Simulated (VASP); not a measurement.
Runs of VASP 6.6.1 on Ir. The structure is that of space group Fm-3m (No. 225), or close to it. The cells are those of the table. 

```tsv
cell	gap on the mesh (eV)	pressure (GPa)
a = 2.739, b = 2.715 Å, angles 60.3, 59.4, 60.3°, 1 atom	none	-7.9
a = 2.742, b = 2.715 Å, angles 60.3, 59.3, 60.3°, 1 atom	none	(b)
a = 2.722, b = 2.715 Å, angles 60.1, 59.8, 60.1°, 1 atom	none	(a)
a = 2.735, b = 2.715 Å, angles 60.2, 59.5, 60.2°, 1 atom	none	-7.0
a = 2.701, b = 2.715 Å, angles 59.8, 60.3, 59.8°, 1 atom	none	2.3
```

Alike in all rows: task single point; level PBEsol; potentials or basis VASP PAW PBE potentials, release 64 (Ir); no spin polarisation; k mesh 22 × 22 × 22; cutoff (eV) 520; smearing gaussian 0.15 eV.

Estimate the missing entries.

(a) -3.6; (b) -8.7.

Caveats: the PAW data sets were made with another functional, which shifts forces and pressure a little; spin-orbit coupling is left out, which moves the levels of the heavy elements.

A k mesh can miss the band edges, and the runs leave out spin-orbit coupling on Ir.

A gap of «none» marks levels without a gap at the run's occupations.
